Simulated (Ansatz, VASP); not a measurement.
## One calculation of PtSe2, two programs

INCAR

```
SYSTEM = PtSe2
PREC = Accurate
ENCUT = 520
EDIFF = 1E-6
ISMEAR = -1
SIGMA = 0.02
LREAL = .False.
LASPH = .True.
NELM = 100
ALGO = Normal
ISIF = 2
LWAVE = .False.
LCHARG = .False.
GGA = PE
NBANDS = 18
```

KPOINTS

```
Automatic mesh
0
Gamma
  12 12 6
  0 0 0
```

The input POSCAR:

```
PtSe2
1.0
    3.6727206110      0.0000000000      0.0000000000
   -1.8363603055      3.1806693501      0.0000000000
    0.0000000000      0.0000000000      5.1979992504
Pt Se
1 2
Direct
    0.0000000000      0.0000000000      0.0000000000
    0.3333333333      0.6666666667      0.2544279849
    0.6666666667      0.3333333333      0.7455720151
```

Input for Ansatz:

```yaml
crystal:
  lattice:
    - [3.672720611, 0.0, 0.0]
    - [-1.8363603055, 3.1806693501, 0.0]
    - [0.0, 0.0, 5.1979992504]
  atoms:
    - { symbol: Pt, position: [0.0, 0.0, 0.0] }
    - { symbol: Se, position: [0.3333333333, 0.6666666667, 0.2544279849] }
    - { symbol: Se, position: [0.6666666667, 0.3333333333, 0.7455720151] }
kpoints:
  mp_grid: { grid: [12, 12, 6] }
  band_path:
    path:
      - [0.0, 0.0, 0.0]
      - [0.5, 0.0, 0.0]
      - [0.3333333333, 0.3333333333, 0.0]
      - [0.0, 0.0, 0.5]
      - [0.5, 0.0, 0.5]
      - [0.3333333333, 0.3333333333, 0.5]
      - [0.0, 0.25, 0.3333333333]
      - [0.0, 0.285156, 0.294271]
    npoints: 1
hamiltonian:
  xc: pbe
scf:
  occupations: { method: fermi_dirac, width: 0.02 }
  n_extra_bands: 4
output:
  forces: true
  stress: true
  eigenvalues: true
```

Change from the starting cell: hydrostatic strain -1.5%.

Alike in both runs: task single point; functional PBE; k mesh 12 × 12 × 6; occupations fermi-dirac, width 0.02 eV; no spin polarisation.

|  | VASP | Ansatz |
| --- | --- | --- |
| version | VASP 6.6.1 | Ansatz 0.2.0 |
| potentials or method | VASP PAW PBE potentials, release 64 (Pt, Se) | plane waves, PAW |
| plane-wave cutoff (eV) | 520 | 420 |
| valence electrons in the cell | 22 | 50 |

Ansatz gave:

* pressure (GPa): 7.2
* traceless stress, the component that is largest in VASP (GPa): -3.01
* rms of the force components (eV/Å): 0.102

Task: Estimate VASP's values.

Result: Pressure (GPa): 7.2; traceless stress, the component that is largest in VASP (GPa): -3.02; rms of the force components (eV/Å): 0.104.

Atom by atom the forces differ by 0.003 eV/Å (rms over components). VASP's potentials hold 22 valence electrons a cell and Ansatz's 50, so a difference there can come from the potentials and not from the codes.

Spin-orbit coupling is off throughout.
